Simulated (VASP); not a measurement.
# Tl in VASP: a series of runs, part 2 of 2

VASP 6.6.1.

### Step 4. Single point, PBE+D3(BJ), non-collinear spin, typed start

This run uses another cell than the first one, of 29.72 Å³/atom.

File INCAR:

```
SYSTEM = Tl
ALGO     = Normal         ! electronic algorithm
EDIFF    = 1E-6           ! SCF threshold, eV
ENCUT    = 500            ! plane-wave cutoff, eV
GGA      = PE             ! functional
GGA_COMPAT= .False.      
ISIF     = 2              ! what is computed and relaxed
ISMEAR   = 1              ! smearing method
IVDW     = 12             ! dispersion correction
LASPH    = .True.         ! aspherical terms in the spheres
LCHARG   = .False.        ! write CHGCAR
LNONCOLLINEAR= .True.         ! non-collinear magnetism
LORBIT   = 11             ! projections on sites
LREAL    = .False.        ! projectors in reciprocal space
LWAVE    = .False.        ! write WAVECAR
MAGMOM   = 0.289 0.289 0.289 -0.144 -0.144 -0.144 ! initial moments
NBANDS   = 38             ! bands
NELM     = 200            ! most SCF steps
PREC     = Accurate       ! precision mode
SIGMA    = 0.05           ! smearing width, eV
```

File KPOINTS:

```
k-points
0
Gamma
  9 9 5
  0 0 0
```

File POSCAR:

```
Tl
1.0
    3.5014788996      0.0000000000      0.0000000000
   -1.7507394498      3.0323696779      0.0000000000
    0.0000000000      0.0000000000      5.5977057061
Tl
2
Direct
    0.6666666667      0.3333333333      0.7500000000
    0.3333333333      0.6666666667      0.2500000000
```

Run with:

```bash
> cat potpaw_PBE.64/Tl_d/POTCAR > POTCAR
> mpirun -np 1 vasp_ncl > vasp.out
```

Wall time 12 min (1 thread of AMD EPYC 9R45 (Zen 5), shared host); peak memory 1.1 GiB.

The run converged. Its results:

```yaml
Free_energy: -5.0711 eV
Pressure: 0.0 GPa
Band_gap_on_the_k_mesh: zero (bands 26 and 27 overlap by 3.48 eV)
Net_moment: 0.00 μB per cell
Valence_electrons_inside_the_program's_atomic_spheres: Tl 11.20
Dispersion_energy_per_atom: -0.329 eV
```

Stress tensor (GPa, compression positive):
```
-0.25  0.00  0.00
 0.00 -0.25  0.00
 0.00  0.00  0.41
```

Levels at points of the mesh, in eV from the Fermi level:
| k point | band 24 | band 25 | band 26 | band 27 | band 28 | band 29 |
| --- | --- | --- | --- | --- | --- | --- |
| (0.00, 0.00, 0.00) | -5.09 | -2.65 | -2.65 | 7.76 | 7.76 | 7.76 |

Moments on the atoms (μB; x, y, z):
```
Tl  0.00 0.00 0.00
Tl  0.00 0.00 0.00
```

Caveat: spin-orbit coupling is left out, which moves the levels of the heavy elements.

### Step 5. Single point, PBE (atoms moved at random)

File INCAR:

```
ALGO = Fast
EDIFF = 1E-6
ENCUT = 520
GGA = PE
ISIF = 2
ISMEAR = -1
LASPH = T
LCHARG = T
LELF = T
LREAL = F
LVHAR = T
LWAVE = F
NBANDS = 20
NELM = 100
PREC = Accurate
SIGMA = 0.05
```

File KPOINTS:

```
k-points
0
Gamma
  9 9 5
```

File POSCAR:

```
Tl
1.0
    3.4560000000      0.0000000000      0.0000000000
   -1.7280000000      2.9929837955      0.0000000000
    0.0000000000      0.0000000000      5.5250000000
Tl
2
Direct
    0.6674960000      0.3196380000      0.7412520000
    0.3290320000      0.6627540000      0.2428710000
```

Potentials or basis: VASP PAW PBE potentials, release 64 (Tl_d).

Run with:

```bash
> cat potpaw_PBE.64/Tl_d/POTCAR > POTCAR
> mpirun -np 1 vasp_std > vasp.out
```

OUTCAR:

```text
EDIFF = 1E-6
   ENCUT = 520
   GGA = PE
   ISIF = 2
   ISMEAR = -1
   LASPH = T
   LREAL = F
   NELM = 100
   PREC = Accurate

 ion  position               nearest neighbor table
   1  0.667  0.320  0.741-   2 3.38   2 3.39   2 3.40   2 3.41   2 3.43   2 3.44
   2  0.329  0.663  0.243-   1 3.38   1 3.39   1 3.40   1 3.41   1 3.43   1 3.44

  LATTYP: Found a hexagonal cell.
 ALAT       =     3.4560000000
 C/A-ratio  =     1.5986689815

  Lattice vectors:

 A1 = (   3.4560000000,   0.0000000000,   0.0000000000)
 A2 = (  -1.7280000000,   2.9929837955,   0.0000000000)
 A3 = (   0.0000000000,   0.0000000000,   5.5250000000)

Analysis of symmetry for initial positions (statically):
=====================================================================
 Subroutine PRICEL returns:
 Original cell was already a primitive cell.

 Routine SETGRP: Setting up the symmetry group for a
 hexagonal supercell.

 Subroutine GETGRP returns: Found  2 space group operations
 (whereof  1 operations were pure point group operations)
 out of a pool of 24 trial point group operations.

The static configuration has the point symmetry C_1 .
[... 154 lines left out ...]
 number of electron      26.0000000 magnetization

 Free energy of the ion-electron system (eV)
  ---------------------------------------------------
  ext. energy  EPLUGINS =         0.00000000
  ---------------------------------------------------
  free energy    TOTEN  =        -4.38265154 eV

  energy without entropy =       -4.36831566  energy(sigma->0) =       -4.37548360

 E-fermi :   6.5675     XC(G=0): -10.1936

 val. band max:        6.5442695572   @ k =   0.3333   0.0000   0.4000
 cond. band min:       6.5691235904   @ k =   0.2222  -0.4444   0.4000
 fundamental gap:      0.0248540331
 Fermi energy:         6.5674884746

 k-point     1 :       0.0000    0.0000    0.0000
  band No.  band energies     occupation
      1      -5.2249      2.00000
      2      -4.9983      2.00000
      3      -4.9805      2.00000
      4      -4.9753      2.00000
      5      -4.9253      2.00000
      6      -4.9218      2.00000
[... 541 lines left out ...]
     19      15.5574      0.00000
     20      16.4585      0.00000

 [... further k-points ...]
[... 5 lines left out ...]
  --------------------------------------------------------------------------------------
  -------------------------------------------------------------------------------------
  Total        0.9917732      1.0873697      1.5304935      0.0593155      0.0007645     -0.0009196
  in kB       27.8043373     30.4843848     42.9073501      1.6629100      0.0214326     -0.0257816
  external PRESSURE =      33.7320241 kB  Pullay stress =       0.0000000 kB

 VOLUME and BASIS-vectors are now :
 -----------------------------------------------------------------------------
  energy-cutoff  :      520.00
  volume of cell :       57.15
      direct lattice vectors                 reciprocal lattice vectors
     3.456000000  0.000000000  0.000000000     0.289351852  0.167057370  0.000000000
    -1.728000000  2.992983795  0.000000000     0.000000000  0.334114739  0.000000000
     0.000000000  0.000000000  5.525000000     0.000000000  0.000000000  0.180995475

 POSITION                                       TOTAL-FORCE (eV/Angst)
 -----------------------------------------------------------------------------------
      1.75453      0.95667      4.09542        -0.007977      0.007576      0.029116
     -0.00810      1.98361      1.34186         0.007977     -0.007576     -0.029116
 -----------------------------------------------------------------------------------
    total drift:                               -0.000020     -0.000001     -0.000052

  FREE ENERGIE OF THE ION-ELECTRON SYSTEM (eV)
  ---------------------------------------------------
  free  energy   TOTEN  =        -4.3826515414 eV

  energy  without entropy=       -4.3683156553  energy(sigma->0) =       -4.37548360
```

Run time: 5.2 min. Hardware: 1 thread of AMD EPYC, shared host; peak memory 0.28 GiB.

What came out:

```
Free energy            : -4.3827 eV
Pressure               : 3.4 GPa
Largest force          : 0.031 eV/Å
Band gap on the k mesh : zero (bands 13 and 14 overlap by 3.72 eV)
```

Forces on the atoms (eV/Å):
```
Tl  -0.008  0.008  0.029
Tl   0.008 -0.008 -0.029
```

Caveat: the cell differs from its parent crystal (atoms moved at random); the cell stands under pressure; spin-orbit coupling is left out, which moves the levels of the heavy elements.

### Step 6. Single point, r2SCANh+D3(BJ) (29.72 Å³/atom)

This run uses another cell than the first one, of 29.72 Å³/atom.

File POSCAR:

```
Tl
1.0
    3.5014788996      0.0000000000      0.0000000000
   -1.7507394498      3.0323696779      0.0000000000
    0.0000000000      0.0000000000      5.5977057061
Tl
2
Direct
    0.6666666667      0.3333333333      0.7500000000
    0.3333333333      0.6666666667      0.2500000000
```

File INCAR.step1:

```
ALGO = Normal
EDIFF = 1E-5
ENCUT = 520
GGA = PE
ISIF = 2
ISMEAR = 1
LASPH = T
LCHARG = F
LREAL = F
LWAVE = T
NBANDS = 20
NELM = 100
PREC = Accurate
SIGMA = 0.2
```

File INCAR.step2:

```
AEXX = 0.1
ALGO = Normal
EDIFF = 1E-6
ENCUT = 520
ISIF = 2
ISMEAR = 1
ISTART = 1
IVDW = 12
LASPH = T
LCHARG = F
LHFCALC = T
LMIXTAU = T
LREAL = F
LWAVE = F
METAGGA = R2SCAN
NBANDS = 20
NELM = 100
PREC = Accurate
PRECFOCK = Normal
SIGMA = 0.2
VDW_A1 = 0.4709
VDW_A2 = 5.9157
VDW_S6 = 1.0
VDW_S8 = 1.1236
```

File KPOINTS:

```
k-points
0
Gamma
  5 5 3
```

Potentials or basis: VASP PAW PBE potentials, release 64 (Tl_d).

Run with:

```bash
> cat potpaw_PBE.64/Tl_d/POTCAR > POTCAR
> cp INCAR.step1 INCAR
> mpirun -np 1 vasp_std > vasp.out
> cp INCAR.step2 INCAR
> mpirun -np 1 vasp_std > vasp.out
```

It took 15 min on 1 thread of Intel Xeon Platinum 8259CL at 2.50GHz (Skylake/Cascade Lake), shared host; peak memory 0.2 GiB.

The run converged. Its results:

| Item | Value |
| --- | --- |
| Free energy | -97.2879 eV |
| Pressure | -0.9 GPa |
| Band gap on the k mesh | zero (bands 13 and 14 overlap by 2.28 eV) |
| Dispersion energy per atom | -0.194 eV |

Stress tensor (GPa, compression positive):
```
-1.45  0.00  0.00
 0.00 -1.45  0.00
 0.00  0.00  0.23
```

Levels at points of the mesh, in eV from the Fermi level:
```
           k point  band 9  band 10  band 11  band 12  band 13  band 14  band 15  band 16  band 17  band 18
(0.00, 0.00, 0.00)  -12.75   -12.75   -11.11    -6.07    -3.30     8.07     8.07    10.17    10.17    10.86
```

Caveat: the k points lie up to 0.41 Å⁻¹ apart, too coarse for converged energies and pressures of a metal; the PAW data sets were made with another functional, which shifts forces and pressure a little; spin-orbit coupling is left out, which moves the levels of the heavy elements.

### Step 7. Summary

```tsv
level	spin	cell	k mesh	cutoff (eV)	smearing	grid for exact exchange (PRECFOCK)	share of exact exchange	gap on the mesh (eV)	pressure (GPa)	moment (μB)
PBEsol	off	a = 3.456, b = 3.456, c = 5.525 Å, angles 90.0, 90.0, 120.0°, 2 atoms, atomic positions A	7 × 7 × 4	520	gaussian 0.005 eV	-	-	none	0.0	-
PBE+D3(BJ)	non-collinear, typed start	a = 3.479, b = 3.479, c = 5.562 Å, angles 90.0, 90.0, 120.0°, 2 atoms, atomic positions A	9 × 9 × 5	500	methfessel-paxton 0.05 eV	-	-	none	0.6	0.00
PBE+D3(BJ)	non-collinear, typed start	a = 3.501, b = 3.501, c = 5.598 Å, angles 90.0, 90.0, 120.0°, 2 atoms, atomic positions A	9 × 9 × 5	500	methfessel-paxton 0.05 eV	-	-	none	0.0	0.00
PBE	off	a = 3.456, b = 3.456, c = 5.525 Å, angles 90.0, 90.0, 120.0°, 2 atoms, atomic positions B	9 × 9 × 5	520	fermi-dirac 0.05 eV	-	-	none	3.4	-
r2SCANh+D3(BJ)	off	a = 3.501, b = 3.501, c = 5.598 Å, angles 90.0, 90.0, 120.0°, 2 atoms, atomic positions A	5 × 5 × 3	520	methfessel-paxton 0.2 eV	Normal	0.1	none	-0.9	-
```

Alike in all rows: task single point; potentials or basis VASP PAW PBE potentials, release 64 (Tl_d).

Caveats: some runs use coarse meshes; spin-orbit coupling is left out, which moves the levels of the heavy elements; the PAW data sets were made with another functional, which shifts forces and pressure a little (at least some runs); the cell stands under pressure (at least some runs).

Total energies depend on the potentials used, so only differences within one code and one set of settings carry meaning.

The gap in the log of VASP goes by the Fermi energy; the results here count the filled bands.